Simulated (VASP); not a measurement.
Runs of VASP 6.6.1 on Hf2Pd2Se2Br2O3. The structure is that of space group P-3m1 (No. 164), or close to it. The cells are those of the table. 

```tsv
task	level	cell	k mesh	gap on the mesh (eV)	pressure (GPa)	largest force (eV/Å)
single point	PBE	a = 3.726, b = 3.726, c = 17.009 Å, angles 90.0, 90.0, 120.0°, 11 atoms	9 × 9 × 2	none	-0.8	0.18
single point	RPBE	a = 3.726, b = 3.726, c = 17.009 Å, angles 90.0, 90.0, 120.0°, 11 atoms	8 × 8 × 2	none	(a)	0.15
single point	PBEsol+D3(BJ)	a = 3.646, b = 3.646, c = 15.770 Å, angles 90.0, 90.0, 120.0°, 11 atoms	6 × 6 × 2	none	-0.8	0.14
electric field gradients	PBE	a = 3.726, b = 3.726, c = 17.009 Å, angles 90.0, 90.0, 120.0°, 11 atoms	8 × 8 × 2	none	-0.8	0.20
single point	PBE	a = 3.633, b = 3.633, c = 15.614 Å, angles 90.0, 90.0, 120.0°, 11 atoms	6 × 6 × 2	none	9.1	0.13
single point	RPBE	a = 3.765, b = 3.765, c = 18.432 Å, angles 90.0, 90.0, 120.0°, 11 atoms	6 × 6 × 2	none	(b)	0.14
```

Alike in all rows: potentials or basis VASP PAW PBE potentials, release 64 (Hf_pv, Pd, Se, Br, O); no spin polarisation; cutoff (eV) 520; smearing fermi-dirac 0.05 eV.

Q: Fill in the values left out.

A: (a) 2.2; (b) -0.7.

Caveats: spin-orbit coupling is left out, which moves the levels of the heavy elements; this functional lacks dispersion, which binds the layers, so the pressure and a relaxed spacing across them are unreliable (some runs); the PAW data sets were made with another functional, which shifts forces and pressure a little (some runs); pairwise dispersion overbinds metals, which lowers pressure and volume (some runs).

A k mesh can miss the band edges, and the runs leave out spin-orbit coupling on Br, Hf, Pd, Se.

A gap of «none» marks levels without a gap at the run's occupations.
